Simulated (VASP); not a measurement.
# AlAu2 (I4/mmm) in VASP: single point with PBEsol

Aim: the single point of AlAu2 with PBEsol.

Everything below comes from runs of VASP 6.6.1. Logs are shortened: lines on timing, memory, paths and dates and some standing lists are left out, and cuts for length are marked.

## Step 1: The cell of the first run

Symmetry: I4/mmm, No. 139, tetragonal system. The conventional cell has a = 3.343 Å, b = 3.343 Å, c = 8.798 Å, α = 90.00°, β = 90.00°, γ = 90.00°. Within 3.6 Å of Au (site symmetry 4mm) lie 5 Al at 2.73 to 3.02 Å and 9 Au at 2.75 to 3.34 Å. Al (site symmetry 4/mmm) has 10 Au at 2.73 to 3.02 Å and 4 Al at 3.34 Å within 3.6 Å.

## Step 2: Single point, PBEsol

File INCAR:

```
SYSTEM = AlAu2
  PREC = Accurate
  ENCUT = 520
  EDIFF = 1E-6
  ISMEAR = -1
  SIGMA = 0.05
  LREAL = .False.
  LASPH = .True.
  NELM = 80
  ALGO = Normal
  ISIF = 2
  LWAVE = .False.
  LCHARG = .False.
  GGA = PS
  NBANDS = 20
```

File KPOINTS:

```
Automatic mesh
0
Gamma
  11 11 11
  0 0 0
```

File POSCAR:

```
AlAu2
1.0
   -1.6715144750      1.6715144750      4.3990752400
    1.6715144750     -1.6715144750      4.3990752400
    1.6715144750      1.6715144750     -4.3990752400
Au Al
2 1
Direct
    0.3437272000      0.3437272000      0.0000000000
    0.6562728000      0.6562728000      0.0000000000
    0.0000000000      0.0000000000      0.0000000000
```

Potentials or basis: VASP PAW PBE potentials, release 64 (Au, Al).

Run with:

```console
$ cat potpaw_PBE.64/Au/POTCAR potpaw_PBE.64/Al/POTCAR > POTCAR
$ mpirun -np 1 vasp_std > vasp.out
```

OUTCAR:

```text
SYSTEM = AlAu2
   PREC = Accurate
   ENCUT = 520
   EDIFF = 1E-6
   ISMEAR = -1
   LREAL = .False.
   LASPH = .True.
   NELM = 80
   ISIF = 2
   GGA = PS

 ion  position               nearest neighbor table
   1  0.344  0.344  0.000-   3 2.73   3 2.73   3 2.73   3 2.73   2 2.75   2 2.88   2 2.88   2 2.88
                             2 2.88   3 3.02
   2  0.656  0.656  0.000-   3 2.73   3 2.73   3 2.73   3 2.73   1 2.75   1 2.88   1 2.88   1 2.88
                             1 2.88   3 3.02
   3  0.000  0.000  0.000-   2 2.73   2 2.73   2 2.73   1 2.73   2 2.73   1 2.73   1 2.73   1 2.73
                             1 3.02   2 3.02

  LATTYP: Found a body centered tetragonal cell.
 ALAT       =     3.3430289500
 C/A-ratio  =     2.6317900956

  Lattice vectors:

 A1 = (  -1.6715144750,   1.6715144750,   4.3990752400)
 A2 = (   1.6715144750,  -1.6715144750,   4.3990752400)
 A3 = (   1.6715144750,   1.6715144750,  -4.3990752400)

Analysis of symmetry for initial positions (statically):
=====================================================================
 Subroutine PRICEL returns:
 Original cell was already a primitive cell.

 Routine SETGRP: Setting up the symmetry group for a
 body centered tetragonal supercell.

 Subroutine GETGRP returns: Found 16 space group operations
 (whereof 16 operations were pure point group operations)
 out of a pool of 16 trial point group operations.

The static configuration has the point symmetry D_4h.

Analysis of symmetry for dynamics (positions and initial velocities):
=====================================================================
 Subroutine PRICEL returns:
 Original cell was already a primitive cell.

 Routine SETGRP: Setting up the symmetry group for a
 body centered tetragonal supercell.

 Subroutine GETGRP returns: Found 16 space group operations
 (whereof 16 operations were pure point group operations)
 out of a pool of 16 trial point group operations.

The dynamic configuration has the point symmetry D_4h.

 Subroutine INISYM returns: Found 16 space group operations
 (whereof 16 operations are pure point group operations),
 and found     1 'primitive' translations

----------------------------------------------------------------------------------------

                                     Primitive cell

  volume of cell :      49.1634
[... 81 lines left out ...]
 SYSTEM =  AlAu2
   PREC   = accura    normal or accurate (medium, high low for compatibility)
   ISTART =      0    job   : 0-new  1-cont  2-samecut
   ICHARG =      2    charge: 1-file 2-atom 10-const
   ISPIN  =      1    spin polarized calculation?
   LNONCOLLINEAR =      F non collinear calculations
   LSORBIT =      F    spin-orbit coupling
   LASPH  =      T    aspherical Exc in radial PAW
   ENCUT  =  520.0 eV  38.22 Ry    6.18 a.u.   9.29  9.29  9.29*2*pi/ulx,y,z
   NELM   =     80;   NELMIN=  2; NELMDL= -5     # of ELM steps
   EDIFF  = 0.1E-05   stopping-criterion for ELM
   LREAL  =      F    real-space projection
   EDIFFG = 0.1E-04   stopping-criterion for IOM
   NSW    =      0    number of steps for IOM
   IBRION =     -1    ionic relax: 0-MD 1-quasi-New 2-CG
   NFREE  =      0    steps in history (QN), initial steepest desc. (CG)
   ISIF   =      2    stress and relaxation
   ISYM   =      2    0-nonsym 1-usesym 2-fastsym
   POTIM  = 0.5000    time-step for ionic-motion
   TEBEG  =    0.0;   TEEND  =   0.0 temperature during run
   PSTRESS=    0.0 pullay stress
   NELECT =      25.0000    total number of electrons
   NUPDOWN=      -1.0000    fix difference up-down
   EMIN   =  10.00;   EMAX   =-10.00  energy-range for DOS
   EFERMI =   0.00;   METHOD = LEGACY
   ISMEAR =    -1;   SIGMA  =   0.05  broadening in eV -4-tet -1-fermi 0-gaus
   EFERMI_NEDOS =   21; number of points for ismear=-14 and -15
   IALGO  =     38    algorithm
   IMIX   =      4    mixing-type and parameters
     AMIX     =   0.40;   BMIX     =  1.00
     AMIX_MAG =   1.60;   BMIX_MAG =  1.00
  volume/ion in A,a.u.               =      16.39       110.59
  Fermi-wavevector in a.u.,A,eV,Ry     =   1.306695  2.469296 23.231298  1.707452
  Thomas-Fermi vector in A             =   2.437480
   LORBIT       =      0    0 simple, 1 ext, 2 COOP (PROOUT), +10 PAW based schemes
   GGA     = PS    functional components
   LHFCALC =     F    Hartree Fock is set to
   AEXX    =    0.0000 exact exchange contribution
   IVDW    =     0    specifies the selected vdW correction
   LEPSILON=     F    determine dielectric tensor
   LRPA    =     F    only Hartree local field effects (RPA)
 non-spin polarized calculation
  energy-cutoff  :      520.00
  volume of cell :       49.16
 maximum number of plane-waves:      1336
 NGX is ok and might be reduce to    40
   NGX = 19   NGY = 19   NGZ = 19

 number of electron      25.0000001 magnetization

 Free energy of the ion-electron system (eV)
  ---------------------------------------------------
  ext. energy  EPLUGINS =         0.00000000
  ---------------------------------------------------
  free energy    TOTEN  =       -13.00842680 eV

  energy without entropy =      -13.00219733  energy(sigma->0) =      -13.00531206

 E-fermi :   9.6025     XC(G=0): -12.1782

 val. band max:        9.5758749811   @ k =   0.4545   0.4545  -0.0000
 cond. band min:       9.6065301495   @ k =  -0.3636   0.2727   0.0000
 fundamental gap:      0.0306551684
 Fermi energy:         9.6025091366

 k-point     1 :       0.0000    0.0000    0.0000
  band No.  band energies     occupation
      1      -1.3580      2.00000
      2       2.8762      2.00000
      3       3.3071      2.00000
      4       4.1967      2.00000
      5       4.5304      2.00000
      6       4.5607      2.00000
[... 541 lines left out ...]
     19      19.9952      0.00000
     20      20.2500      0.00000

 [... further k-points ...]
[... 5 lines left out ...]
  --------------------------------------------------------------------------------------
  -------------------------------------------------------------------------------------
  Total       -0.7822583     -0.7822583     -0.7737548      0.0000000      0.0000000      0.0000000
  in kB      -25.4928901    -25.4928901    -25.2157713      0.0000000      0.0000000      0.0000000
  external PRESSURE =     -25.4005171 kB  Pullay stress =       0.0000000 kB

 VOLUME and BASIS-vectors are now :
 -----------------------------------------------------------------------------
  energy-cutoff  :      520.00
  volume of cell :       49.16
      direct lattice vectors                 reciprocal lattice vectors
    -1.671514475  1.671514475  4.399075240     0.000000000  0.299129925  0.113660252
     1.671514475 -1.671514475  4.399075240     0.299129925  0.000000000  0.113660252
     1.671514475  1.671514475 -4.399075240     0.299129925  0.299129925  0.000000000

 POSITION                                       TOTAL-FORCE (eV/Angst)
 -----------------------------------------------------------------------------------
      0.00000      0.00000      3.02416         0.000000      0.000000     -0.055363
      0.00000      0.00000      5.77399         0.000000      0.000000      0.055363
      0.00000      0.00000      0.00000        -0.000000     -0.000000      0.000000
 -----------------------------------------------------------------------------------
    total drift:                                0.000000      0.000000      0.000000

  FREE ENERGIE OF THE ION-ELECTRON SYSTEM (eV)
  ---------------------------------------------------
  free  energy   TOTEN  =       -13.0084267992 eV

  energy  without entropy=      -13.0021973286  energy(sigma->0) =      -13.00531206
```

OSZICAR:

```text
N       E                     dE             d eps       ncg     rms          rms(c)
DAV:   1     0.126507907298E+03    0.12651E+03   -0.11740E+04  5064   0.112E+03
DAV:   2    -0.111941582906E+02   -0.13770E+03   -0.13126E+03  5572   0.245E+02
DAV:   3    -0.144421084067E+02   -0.32480E+01   -0.32291E+01  5868   0.365E+01
DAV:   4    -0.144623392641E+02   -0.20231E-01   -0.20228E-01  5492   0.326E+00
DAV:   5    -0.144625821204E+02   -0.24286E-03   -0.24285E-03  5728   0.376E-01    0.125E+01
DAV:   6    -0.130897707670E+02    0.13728E+01   -0.41498E+00  5420   0.173E+01    0.748E+00
DAV:   7    -0.130345364816E+02    0.55234E-01   -0.88946E-02  5380   0.206E+00    0.411E+00
DAV:   8    -0.130087143868E+02    0.25822E-01   -0.19487E-02  5384   0.791E-01    0.283E-01
DAV:   9    -0.130084584634E+02    0.25592E-03   -0.91984E-04  5528   0.180E-01    0.749E-02
DAV:  10    -0.130084271325E+02    0.31331E-04   -0.10338E-04  5592   0.721E-02    0.174E-02
DAV:  11    -0.130084267992E+02    0.33331E-06   -0.88395E-06  5552   0.178E-02
   1 F= -.13008427E+02 E0= -.13005312E+02  d E =-.622947E-02
```

stdout:

```text
POSCAR found type information on POSCAR AuAl
 POSCAR found :  2 types and       3 ions
 scaLAPACK will be used
 -----------------------------------------------------------------------------
|                                                                             |
|                                                                             |
|     You enforced a specific xc type in the INCAR file but a different       |
|     I HOPE YOU KNOW WHAT YOU ARE DOING!                                     |
|                                                                             |
 -----------------------------------------------------------------------------

 LDA part: xc-table for (Slater+PW92), standard interpolation
 POSCAR, INCAR and KPOINTS ok, starting setup
 FFT: planning ... GRIDC
 FFT: planning ... GRID_SOFT
 FFT: planning ... GRID
 WAVECAR not read
 entering main loop
```

It took 2.8 min on 1 thread of Intel Xeon Platinum 8259CL at 2.50GHz (Skylake/Cascade Lake), shared host; peak memory 0.31 GiB.

What came out:

| Item | Value |
| --- | --- |
| Free energy | -13.0084 eV |
| Pressure | -2.5 GPa |
| Largest force | 0.055 eV/Å |

Forces on the atoms (eV/Å):
```
Au   0.000  0.000 -0.055
Au   0.000  0.000  0.055
Al   0.000  0.000  0.000
```

Caveat: the PAW data sets were made with another functional, which shifts forces and pressure a little; spin-orbit coupling is left out, which moves the levels of the heavy elements.
